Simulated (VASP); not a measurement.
# Li: single point with PBEsol

Li:

```
Li
1.0
     3.11100    0.00000    0.00000
    -1.55550    2.69421    0.00000
     0.00000    0.00000    5.09300
Li
2
Direct
  0.33333 0.66667 0.25000
  0.66667 0.33333 0.75000
```

- Program: VASP 6.6.1
- Task: single point
- Functional: PBEsol
- Potentials or basis: VASP PAW PBE potentials, release 64 (Li_sv)
- Cutoff: 520 eV
- k mesh: 9 × 9 × 5
- Occupations: fermi-dirac, width 0.05 eV
- Spin: no spin polarisation

The band gap on the k mesh is zero (band 3 reaches 2.60 eV, above the bottom of band 4 at -1.44 eV).

Levels at points of the mesh, in eV from the Fermi level:
| k point | band 1 | band 2 | band 3 | band 4 | band 5 | band 6 | band 7 |
| --- | --- | --- | --- | --- | --- | --- | --- |
| (0.00, 0.00, 0.00) | -46.05 | -46.03 | -3.54 | -0.06 | 2.70 | 12.01 | 12.01 |

Wall time 18 s on 1 thread of AMD EPYC 7R13 (shared host), peak memory 0.12 GiB.
